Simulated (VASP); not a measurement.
# Cu (P6_3/mmc) in VASP: further runs

The runs below take Cu through single point, relaxation of cell and atoms, with PBEsol.

Program: VASP 6.6.1. These are calculated values, not measurements. Logs are shortened: lines on timing, memory, paths and dates and some standing lists are left out, and cuts for length are marked.

## 1. The cell of the first run

The structure is hexagonal, space group P6_3/mmc (No. 194). Conventional cell: a = 2.536 Å, b = 2.536 Å, c = 8.286 Å, α = 90.00°, β = 90.00°, γ = 120.00°. Within 3.3 Å of Cu (site symmetry -3m) lie 12 Cu at 2.54 Å. Within 3.3 Å of Cu (site symmetry -6m2) lie 12 Cu at 2.54 Å.

This isn't the form of Cu at room conditions, which is fcc.

## 2. Single point, PBEsol

Input file INCAR:

```
SYSTEM = Cu
PREC     = Accurate       ! precision mode
ENCUT    = 520            ! plane-wave cutoff, eV
EDIFF    = 1E-7           ! SCF threshold, eV
ISMEAR   = 0              ! smearing method
SIGMA    = 0.1            ! smearing width, eV
LREAL    = .False.        ! projectors in reciprocal space
LASPH    = .True.         ! aspherical terms in the spheres
NELM     = 60             ! most SCF steps
ALGO     = Fast           ! electronic algorithm
ISIF     = 2              ! what is computed and relaxed
LWAVE    = .False.        ! write WAVECAR
LCHARG   = .False.        ! write CHGCAR
GGA      = PS             ! functional
NBANDS   = 30             ! bands
```

Input file KPOINTS:

```
Automatic mesh
0
Gamma
  18 18 6
  0 0 0
```

Input file POSCAR:

```
Cu
1.0
    2.5355949135      0.0000000000      0.0000000000
   -1.2677974568      2.1958896088      0.0000000000
    0.0000000000      0.0000000000      8.2858922697
Cu
4
Direct
    0.0000000000      0.0000000000      0.0000000000
    0.3333333333      0.6666666667      0.2500000000
    0.0000000000      0.0000000000      0.5000000000
    0.6666666667      0.3333333333      0.7500000000
```

Potentials or basis: VASP PAW PBE potentials, release 64 (Cu).

Launch:

```sh
$ cat potpaw_PBE.64/Cu/POTCAR > POTCAR
$ mpirun -np 1 vasp_std > vasp.out
```

OUTCAR:

```text
SYSTEM = Cu
   PREC = Accurate
   ENCUT = 520
   EDIFF = 1E-7
   ISMEAR = 0
   LREAL = .False.
   LASPH = .True.
   NELM = 60
   ISIF = 2
   GGA = PS

 ion  position               nearest neighbor table
   1  0.000  0.000  0.000-   2 2.54   4 2.54   4 2.54   2 2.54   4 2.54   2 2.54
   2  0.333  0.667  0.250-   1 2.54   3 2.54   1 2.54   3 2.54   1 2.54   3 2.54
   3  0.000  0.000  0.500-   2 2.54   4 2.54   4 2.54   2 2.54   4 2.54   2 2.54
   4  0.667  0.333  0.750-   1 2.54   3 2.54   1 2.54   3 2.54   1 2.54   3 2.54

  LATTYP: Found a hexagonal cell.
 ALAT       =     2.5355949135
 C/A-ratio  =     3.2678296622

  Lattice vectors:

 A1 = (   2.5355949135,   0.0000000000,   0.0000000000)
 A2 = (  -1.2677974568,   2.1958896088,   0.0000000000)
 A3 = (   0.0000000000,   0.0000000000,   8.2858922697)

Analysis of symmetry for initial positions (statically):
=====================================================================
 Subroutine PRICEL returns:
 Original cell was already a primitive cell.

 Routine SETGRP: Setting up the symmetry group for a
 hexagonal supercell.

 Subroutine GETGRP returns: Found 24 space group operations
 (whereof 12 operations were pure point group operations)
 out of a pool of 24 trial point group operations.

The static configuration has the point symmetry D_3d.
 The point group associated with its full space group is D_6h.

Analysis of symmetry for dynamics (positions and initial velocities):
=====================================================================
 Subroutine PRICEL returns:
 Original cell was already a primitive cell.

 Routine SETGRP: Setting up the symmetry group for a
 hexagonal supercell.

 Subroutine GETGRP returns: Found 24 space group operations
 (whereof 12 operations were pure point group operations)
 out of a pool of 24 trial point group operations.

The dynamic configuration has the point symmetry D_3d.
 The point group associated with its full space group is D_6h.

 Subroutine INISYM returns: Found 24 space group operations
 (whereof 12 operations are pure point group operations),
 and found     1 'primitive' translations

----------------------------------------------------------------------------------------

                                     Primitive cell

  volume of cell :      46.1349

  direct lattice vectors                    reciprocal lattice vectors
[... 86 lines left out ...]
   LNONCOLLINEAR =      F non collinear calculations
   LSORBIT =      F    spin-orbit coupling
   LASPH  =      T    aspherical Exc in radial PAW
   ENCUT  =  520.0 eV  38.22 Ry    6.18 a.u.   4.71  4.71 15.41*2*pi/ulx,y,z
   NELM   =     60;   NELMIN=  2; NELMDL= -5     # of ELM steps
   EDIFF  = 0.1E-06   stopping-criterion for ELM
   LREAL  =      F    real-space projection
   EDIFFG = 0.1E-05   stopping-criterion for IOM
   NSW    =      0    number of steps for IOM
   IBRION =     -1    ionic relax: 0-MD 1-quasi-New 2-CG
   NFREE  =      0    steps in history (QN), initial steepest desc. (CG)
   ISIF   =      2    stress and relaxation
   ISYM   =      2    0-nonsym 1-usesym 2-fastsym
   POTIM  = 0.5000    time-step for ionic-motion
   TEBEG  =    0.0;   TEEND  =   0.0 temperature during run
   PSTRESS=    0.0 pullay stress
   NELECT =      44.0000    total number of electrons
   NUPDOWN=      -1.0000    fix difference up-down
   EMIN   =  10.00;   EMAX   =-10.00  energy-range for DOS
   EFERMI =   0.00;   METHOD = LEGACY
   ISMEAR =     0;   SIGMA  =   0.10  broadening in eV -4-tet -1-fermi 0-gaus
   EFERMI_NEDOS =   21; number of points for ismear=-14 and -15
   IALGO  =     68    algorithm
   IMIX   =      4    mixing-type and parameters
     AMIX     =   0.40;   BMIX     =  1.00
     AMIX_MAG =   1.60;   BMIX_MAG =  1.00
  volume/ion in A,a.u.               =      11.53        77.83
  Fermi-wavevector in a.u.,A,eV,Ry     =   1.611446  3.045192 35.331053  2.596759
  Thomas-Fermi vector in A             =   2.706835
   LORBIT       =      0    0 simple, 1 ext, 2 COOP (PROOUT), +10 PAW based schemes
   GGA     = PS    functional components
   LHFCALC =     F    Hartree Fock is set to
   AEXX    =    0.0000 exact exchange contribution
   IVDW    =     0    specifies the selected vdW correction
   LEPSILON=     F    determine dielectric tensor
   LRPA    =     F    only Hartree local field effects (RPA)
 non-spin polarized calculation
 RMM-DIIS sequential band-by-band and
 Gauss-broadening in eV      SIGMA  =   0.10
  energy-cutoff  :      520.00
  volume of cell :       46.13
 maximum number of plane-waves:      1258
 NGX is ok and might be reduce to    20
   NGX =  9   NGY =  9   NGZ = 31

 number of electron      43.9999996 magnetization

 Free energy of the ion-electron system (eV)
  ---------------------------------------------------
  ext. energy  EPLUGINS =         0.00000000
  ---------------------------------------------------
  free energy    TOTEN  =       -17.21297188 eV

  energy without entropy =      -17.20575261  energy(sigma->0) =      -17.20936225

 E-fermi :   7.6405     XC(G=0): -13.0464

 val. band max:        7.6376344143   @ k =   0.4444   0.0000   0.0000
 cond. band min:       7.6481098836   @ k =   0.2778   0.1667   0.0000
 fundamental gap:      0.0104754692
 Fermi energy:         7.6405432988

 k-point     1 :       0.0000    0.0000    0.0000
  band No.  band energies     occupation
      1      -1.8748      2.00000
      2       0.2755      2.00000
      3       0.2837      2.00000
      4       2.4667      2.00000
      5       4.3323      2.00000
      6       4.3359      2.00000
[... 781 lines left out ...]
     29      18.3926      0.00000
     30      19.1736      0.00000

 [... further k-points ...]
[... 5 lines left out ...]
  --------------------------------------------------------------------------------------
  -------------------------------------------------------------------------------------
  Total       -0.6013690     -0.6013690     -0.6066109      0.0000000     -0.0000000      0.0000000
  in kB      -20.8843989    -20.8843989    -21.0664397      0.0000000     -0.0000000      0.0000000
  external PRESSURE =     -20.9450792 kB  Pullay stress =       0.0000000 kB

 VOLUME and BASIS-vectors are now :
 -----------------------------------------------------------------------------
  energy-cutoff  :      520.00
  volume of cell :       46.13
      direct lattice vectors                 reciprocal lattice vectors
     2.535594914  0.000000000  0.000000000     0.394384763  0.227698149  0.000000000
    -1.267797457  2.195889609  0.000000000     0.000000000  0.455396299  0.000000000
     0.000000000  0.000000000  8.285892270     0.000000000  0.000000000  0.120687063

 POSITION                                       TOTAL-FORCE (eV/Angst)
 -----------------------------------------------------------------------------------
      0.00000      0.00000      0.00000         0.000000      0.000000      0.000000
     -0.00000      1.46393      2.07147        -0.000000     -0.000000     -0.000000
      0.00000      0.00000      4.14295        -0.000000      0.000000      0.000000
      1.26780      0.73196      6.21442         0.000000      0.000000      0.000000
 -----------------------------------------------------------------------------------
    total drift:                                0.000000     -0.000000      0.000000

  FREE ENERGIE OF THE ION-ELECTRON SYSTEM (eV)
  ---------------------------------------------------
  free  energy   TOTEN  =       -17.2129718762 eV

  energy  without entropy=      -17.2057526143  energy(sigma->0) =      -17.20936225
```

It took 4.9 min on 1 thread of Intel Xeon 8259CL, shared host; peak memory 0.27 GiB.

Results:

| Property | Result |
| --- | --- |
| Free energy | -17.2130 eV |
| Pressure | -2.1 GPa |
| Band gap on the k mesh | zero (bands 22 and 23 overlap by 5.19 eV) |

Caveat: the PAW data sets were made with another functional, which shifts forces and pressure a little.

## 3. Single point, PBEsol

This run uses another cell than the first one, of 9.16 Å³/atom.

Input file INCAR:

```
PREC = Accurate
ENCUT = 520
EDIFF = 1E-6
ISMEAR = 0
SIGMA = 0.1
LREAL = False
LASPH = True
NELM = 100
ALGO = Fast
ISIF = 2
LWAVE = False
LCHARG = False
GGA = PS
NBANDS = 30
```

Input file KPOINTS:

```
Automatic mesh
0
Gamma
  24 24 6
```

Input file POSCAR:

```
Cu
1.0
    2.3476059537      0.0000000000      0.0000000000
   -1.1738029768      2.0330863939      0.0000000000
    0.0000000000      0.0000000000      7.6749256853
Cu
4
Direct
    0.0000000000      0.0000000000      0.0000000000
    0.3333333333      0.6666666667      0.2500000000
    0.0000000000      0.0000000000      0.5000000000
    0.6666666667      0.3333333333      0.7500000000
```

Potentials or basis: VASP PAW PBE potentials, release 64 (Cu).

Launch:

```sh
$ cat potpaw_PBE.64/Cu/POTCAR > POTCAR
$ mpirun -np 1 vasp_std > vasp.out
```

Run time: 5.7 min. Hardware: 1 thread of Intel Xeon 8259CL, shared host; peak memory 0.3 GiB.

The run converged. Its results:

| Property | Result |
| --- | --- |
| Free energy | -15.8607 eV |
| Pressure | 61.1 GPa |
| Band gap on the k mesh | zero (bands 22 and 23 overlap by 6.02 eV) |

Levels at points of the mesh, in eV from the Fermi level:
| k point | band 20 | band 21 | band 22 | band 23 | band 24 | band 25 |
| --- | --- | --- | --- | --- | --- | --- |
| (0.00, 0.00, 0.00) | -2.41 | -2.41 | -2.00 | -2.00 | -1.91 | 5.15 |
| (0.50, 0.00, 0.00) | -1.77 | -1.27 | -0.06 | 1.18 | 1.83 | 6.02 |
| (0.00, 0.00, 0.50) | -2.83 | -2.17 | -2.17 | -2.17 | -2.17 | 8.47 |
| (0.50, 0.00, 0.50) | -1.81 | -0.12 | -0.12 | 1.51 | 1.51 | 6.41 |

Caveat: the cell stands under pressure; the PAW data sets were made with another functional, which shifts forces and pressure a little.

## 4. Relaxation of cell and atoms, PBEsol

This run uses another cell than the first one, of 11.46 Å³/atom.

Input file INCAR:

```
SYSTEM = Cu
PREC = Accurate
ENCUT = 600
EDIFF = 1E-7
ISMEAR = 0
SIGMA = 0.1
LREAL = .False.
LASPH = .True.
NELM = 80
ALGO = Fast
ISIF = 3
LWAVE = .False.
LCHARG = .False.
GGA = PS
IBRION = 2
NSW = 100
EDIFFG = -0.005
```

Input file KPOINTS:

```
regular mesh
0
Gamma
  18 18 6
  0 0 0
```

Input file POSCAR:

```
Cu
1.0
    2.5307640267      0.0000000000      0.0000000000
   -1.2653820134      2.1917059381      0.0000000000
    0.0000000000      0.0000000000      8.2618150800
Cu
4
Direct
    0.0000000000      0.0000000000      0.0000000000
    0.3333333300      0.6666666700      0.2500000000
    0.0000000000      0.0000000000      0.5000000000
    0.6666666700      0.3333333300      0.7500000000
```

Potentials or basis: VASP PAW PBE potentials, release 64 (Cu).

Launch:

```sh
$ cat potpaw_PBE.64/Cu/POTCAR > POTCAR
$ mpirun -np 1 vasp_std > vasp.out
```

OUTCAR:

```text
SYSTEM = Cu
   PREC = Accurate
   ENCUT = 600
   EDIFF = 1E-7
   ISMEAR = 0
   LREAL = .False.
   LASPH = .True.
   NELM = 80
   ISIF = 3
   GGA = PS
   IBRION = 2
   NSW = 100
   EDIFFG = -0.005

 ion  position               nearest neighbor table
   1  0.000  0.000  0.000-   2 2.53   4 2.53   4 2.53   2 2.53   4 2.53   2 2.53
   2  0.333  0.667  0.250-   1 2.53   3 2.53   1 2.53   3 2.53   1 2.53   3 2.53
   3  0.000  0.000  0.500-   2 2.53   4 2.53   4 2.53   2 2.53   4 2.53   2 2.53
   4  0.667  0.333  0.750-   1 2.53   3 2.53   1 2.53   3 2.53   1 2.53   3 2.53

  LATTYP: Found a hexagonal cell.
 ALAT       =     2.5307640267
 C/A-ratio  =     3.2645537051

  Lattice vectors:

 A1 = (   2.5307640267,   0.0000000000,   0.0000000000)
 A2 = (  -1.2653820134,   2.1917059381,   0.0000000000)
 A3 = (   0.0000000000,   0.0000000000,   8.2618150800)

Analysis of symmetry for initial positions (statically):
=====================================================================
 Subroutine PRICEL returns:
 Original cell was already a primitive cell.

 Routine SETGRP: Setting up the symmetry group for a
 hexagonal supercell.

 Subroutine GETGRP returns: Found 24 space group operations
 (whereof 12 operations were pure point group operations)
 out of a pool of 24 trial point group operations.

The static configuration has the point symmetry D_3d.
 The point group associated with its full space group is D_6h.

Analysis of symmetry for dynamics (positions and initial velocities):
=====================================================================
 Subroutine PRICEL returns:
 Original cell was already a primitive cell.

 Routine SETGRP: Setting up the symmetry group for a
 hexagonal supercell.

 Subroutine GETGRP returns: Found 24 space group operations
[... 127 lines left out ...]
     AMIX     =   0.40;   BMIX     =  1.00
     AMIX_MAG =   1.60;   BMIX_MAG =  1.00
  volume/ion in A,a.u.               =      11.46        77.31
  Fermi-wavevector in a.u.,A,eV,Ry     =   1.615062  3.052025 35.489789  2.608426
  Thomas-Fermi vector in A             =   2.709870
   LORBIT       =      0    0 simple, 1 ext, 2 COOP (PROOUT), +10 PAW based schemes
   GGA     = PS    functional components
   LHFCALC =     F    Hartree Fock is set to
   AEXX    =    0.0000 exact exchange contribution
   IVDW    =     0    specifies the selected vdW correction
   LEPSILON=     F    determine dielectric tensor
   LRPA    =     F    only Hartree local field effects (RPA)
 conjugate gradient relaxation of ions
 non-spin polarized calculation
 RMM-DIIS sequential band-by-band and
 Gauss-broadening in eV      SIGMA  =   0.10
  energy-cutoff  :      600.00
  volume of cell :       45.83
 maximum number of plane-waves:      1551
   NGX = 11   NGY = 11   NGZ = 33

--------------------------------------- Ionic step        1  -------------------------------------------

 number of electron      44.0000004 magnetization

 Free energy of the ion-electron system (eV)
  ---------------------------------------------------
  ext. energy  EPLUGINS =         0.00000000
  ---------------------------------------------------
  free energy    TOTEN  =       -17.21651879 eV

  energy without entropy =      -17.20932466  energy(sigma->0) =      -17.21292172

------------------------ aborting loop because EDIFF is reached ----------------------------------------

  FORCE on cell =-STRESS in cart. coord.  units (eV):
  Direction    XX          YY          ZZ          XY          YZ          ZX
  --------------------------------------------------------------------------------------
  -------------------------------------------------------------------------------------
  Total       -0.3456487     -0.3456487     -0.3030693      0.0000000     -0.0000000      0.0000000
  in kB      -12.0847073    -12.0847073    -10.5960285      0.0000000     -0.0000000      0.0000000
  external PRESSURE =     -11.5884810 kB  Pullay stress =       0.0000000 kB
[... 215 lines left out ...]
--------------------------------------- Ionic step        7  -------------------------------------------

 number of electron      44.0000008 magnetization

 Free energy of the ion-electron system (eV)
  ---------------------------------------------------
  ext. energy  EPLUGINS =         0.00000000
  ---------------------------------------------------
  free energy    TOTEN  =       -17.21775393 eV

  energy without entropy =      -17.21055344  energy(sigma->0) =      -17.21415368

 E-fermi :   7.8182     XC(G=0): -13.1281

 val. band max:        7.8005222372   @ k =   0.2222   0.1111   0.3333
 cond. band min:       7.8287096045   @ k =   0.2778   0.1667   0.0000
 fundamental gap:      0.0281873673
 Fermi energy:         7.8181506463

 k-point     1 :       0.0000    0.0000    0.0000
  band No.  band energies     occupation
      1      -1.8064      2.00000
      2       0.3641      2.00000
      3       0.3722      2.00000
      4       2.5625      2.00000
      5       4.4579      2.00000
      6       4.4618      2.00000
[... 685 lines left out ...]
     25      13.3858      0.00000
     26      13.4477      0.00000

 [... further k-points ...]
[... 5 lines left out ...]
  --------------------------------------------------------------------------------------
  -------------------------------------------------------------------------------------
  Total       -0.0180012     -0.0180012     -0.0113871      0.0000000     -0.0000000      0.0000000
  in kB       -0.6338511     -0.6338511     -0.4009583      0.0000000     -0.0000000      0.0000000
  external PRESSURE =      -0.5562202 kB  Pullay stress =       0.0000000 kB
[... 19 lines left out ...]
  FREE ENERGIE OF THE ION-ELECTRON SYSTEM (eV)
  ---------------------------------------------------
  free  energy   TOTEN  =       -17.2177539315 eV

  energy  without entropy=      -17.2105534369  energy(sigma->0) =      -17.21415368

 reached required accuracy - stopping structural energy minimisation
```

CONTCAR:

```text
Cu
   1.00000000000000
     2.5241342735038024    0.0000000000001511    0.0000000000000000
    -1.2620671368016396    2.1859644034112438    0.0000000000000000
    -0.0000000000000000   -0.0000000000000000    8.2465133912637860
  Cu
     4
Direct
     1.0000000000000000    0.0000000000000000    0.0000000000000000
     0.3333333300000021    0.6666666699999979    0.2500000000000000
     1.0000000000000000    0.0000000000000000    0.5000000000000000
     0.6666666699999979    0.3333333300000021    0.7500000000000000

  0.00000000E+00  0.00000000E+00  0.00000000E+00
  0.00000000E+00  0.00000000E+00  0.00000000E+00
  0.00000000E+00  0.00000000E+00  0.00000000E+00
  0.00000000E+00  0.00000000E+00  0.00000000E+00
```

Wall time 15 min (1 thread of Intel Xeon 8259CL, shared host); peak memory 0.29 GiB.

What came out:

```
Free energy                           : -17.2178 eV
Relaxed volume                        : 11.38 Å³/atom
Relaxed cell                          : a = 2.524 Å, b = 2.524 Å, c = 8.247 Å, α = 90.00°, β = 90.00°, γ = 120.00°
Space group after relaxing (to 0.1 Å) : P6_3/mmc (No. 194)
Energy gained by relaxing             : 0.3 meV/atom
Ionic steps                           : 7
Pressure after relaxing               : -0.1 GPa
Band gap on the k mesh                : zero (bands 22 and 23 overlap by 5.24 eV)
```

Step by step:
```tsv
step	energy change (eV)	largest force (eV/Å)	pressure (GPa)	volume (Å³)
1	0.0000	0.0000	-1.16	45.83
2	-0.0007	0.0000	0.86	45.28
3	-0.0012	0.0000	0.04	45.49
4	-0.0012	0.0000	0.01	45.50
5	-0.0012	0.0000	-0.09	45.51
6	-0.0012	0.0000	-0.07	45.50
7	-0.0012	0.0000	-0.06	45.50
```

Final structure:
```xyz
4
Lattice="2.5241 0.0000 0.0000 -1.2621 2.1860 0.0000 0.0000 0.0000 8.2465" Properties=species:S:1:pos:R:3 pbc="T T T"
Cu    2.5241    0.0000    0.0000
Cu    0.0000    1.4573    2.0616
Cu    2.5241    0.0000    4.1233
Cu    1.2621    0.7287    6.1849
```

Caveat: the PAW data sets were made with another functional, which shifts forces and pressure a little.

## 5. Overview

```csv
task,cell,k mesh,cutoff (eV),gap on the mesh (eV),pressure (GPa)
single point,"a = 2.536, b = 2.536, c = 8.286 Å, angles 90.0, 90.0, 120.0°, 4 atoms",18 × 18 × 6,520,none,-2.1
single point,"a = 2.348, b = 2.348, c = 7.675 Å, angles 90.0, 90.0, 120.0°, 4 atoms",24 × 24 × 6,520,none,61.1
relaxation of cell and atoms,"relaxed from a = 2.531, b = 2.531, c = 8.262 Å, angles 90.0, 90.0, 120.0°, 4 atoms",18 × 18 × 6,600,none,-0.1
```

Alike in all rows: level PBEsol; potentials or basis VASP PAW PBE potentials, release 64 (Cu); no spin polarisation; smearing gaussian 0.1 eV.

Caveats: the PAW data sets were made with another functional, which shifts forces and pressure a little; the cell stands under pressure (at least some runs).

Total energies depend on the potentials used, so only differences within one code and one set of settings carry meaning.
